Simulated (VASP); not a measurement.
Write the native input for VASP 6.6.1 that does the following.

```yaml
Task: single point
Functional: LDA
Potentials_or_basis: VASP PAW LDA potentials, release 64 (Ga_d, N)
Cutoff: 600 eV
k_mesh: 8 × 8 × 8
Occupations: gaussian, width 0.01 eV
Spin: no spin polarisation
Dipole_correction: no
Further_INCAR_settings: ALGO = Normal; EDIFF = 1e-06; NBANDS = 16
```

The structure of GaN lies in POSCAR:

```
GaN
1.0
    0.0000000000      2.1493760412      2.1493760412
    2.1493760412      0.0000000000      2.1493760412
    2.1493760412      2.1493760412      0.0000000000
Ga N
1 1
Direct
    0.0000000000      0.0000000000      0.0000000000
    0.5000000000      0.5000000000      0.5000000000
```

The input as run:

INCAR

```
ALGO = Normal
EDIFF = 1E-6
ENCUT = 600
GGA_COMPAT = F
ISIF = 2
ISMEAR = 0
LASPH = T
LCHARG = T
LELF = T
LREAL = F
LVHAR = T
LWAVE = F
NBANDS = 16
NELM = 120
PREC = Accurate
SIGMA = 0.01
```

KPOINTS

```
k-points
0
Gamma
  8 8 8
```

Potentials or basis: VASP PAW LDA potentials, release 64 (Ga_d, N).

Command:

```sh
$ cat potpaw_LDA.64/Ga_d/POTCAR potpaw_LDA.64/N/POTCAR > POTCAR
$ mpirun -np 1 vasp_std > vasp.out
```

It gave:

```
Pressure               : -16.2 GPa
Band gap on the k mesh : 0.12 eV, indirect (least direct gap 2.21 eV)
```

It took 3.4 s on 1 thread of Intel(R) Xeon(R) 6975P-C (Granite Rapids), on a shared host, peak memory 0.13 GiB.
